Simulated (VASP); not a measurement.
Here is a VASP 6.6.1 calculation.

The input POSCAR:

```
CaSe
1.0
    3.6347849158      0.0000000000      0.0000000000
    0.0000000000      3.6347849158      0.0000000000
    0.0000000000      0.0000000000      3.6347849158
Ca Se
1 1
Direct
    0.0000000000      0.0000000000      0.0000000000
    0.5000000000      0.5000000000      0.5000000000
```

INCAR.step1

```
SYSTEM = CaSe
  PREC = Accurate
  ENCUT = 500
  EDIFF = 1E-8
  ISMEAR = 0
  SIGMA = 0.01
  LREAL = .False.
  LASPH = .True.
  NELM = 80
  ALGO = Normal
  LWAVE = .True.
  LCHARG = .False.
  METAGGA = R2SCAN
  LMIXTAU = .True.
```

INCAR.step2

```
SYSTEM = CaSe
  PREC = Accurate
  ENCUT = 500
  EDIFF = 1E-8
  ISMEAR = 0
  SIGMA = 0.01
  LREAL = .False.
  LASPH = .True.
  NELM = 1
  ALGO = Exact
  LWAVE = .True.
  LCHARG = .False.
  METAGGA = R2SCAN
  LMIXTAU = .True.
  NBANDS = 188
  LOPTICS = .True.
  ISTART = 1
```

File INCAR.step3:

```
SYSTEM = CaSe
  PREC = Accurate
  ENCUT = 500
  EDIFF = 1E-8
  ISMEAR = 0
  SIGMA = 0.01
  LREAL = .False.
  LASPH = .True.
  ALGO = EVGW0
  LWAVE = .False.
  LCHARG = .False.
  METAGGA = R2SCAN
  LMIXTAU = .True.
  NELMGW = 1
  NBANDS = 188
  ENCUTGW = 140.0
  NOMEGA = 96
  PRECFOCK = Fast
  ISTART = 1
  NBANDSGW = 16
  OMEGAMAX = 20
```

KPOINTS

```
regular mesh
0
Gamma
  4 4 4
  0 0 0
```

Potentials or basis: VASP PAW PBE potentials, release 64 (Ca_sv_GW, Se_GW).

Launch:

```sh
$ cat potpaw_PBE.64/Ca_sv_GW/POTCAR potpaw_PBE.64/Se_GW/POTCAR > POTCAR
$ cp INCAR.step1 INCAR
$ mpirun -np 1 vasp_std > vasp.out
$ cp INCAR.step2 INCAR
$ mpirun -np 1 vasp_std > vasp.out
$ cp INCAR.step3 INCAR
$ mpirun -np 1 vasp_std > vasp.out
```

Estimate the quasiparticle gap.

2.10 eV.

Estimate the least direct quasiparticle gap.

2.10 eV.

What does it give for the least direct gap of the starting levels on the mesh?

1.21 eV.

What does it give for the band gap of the starting levels on the mesh?

1.21 eV.

Caveat: the k points lie up to 0.43 Å⁻¹ apart; bands, screening cutoff and mesh are small and nothing is extrapolated, so the quasiparticle values aren't converged; the structure was generated, so it needn't be the stable form of CaSe.
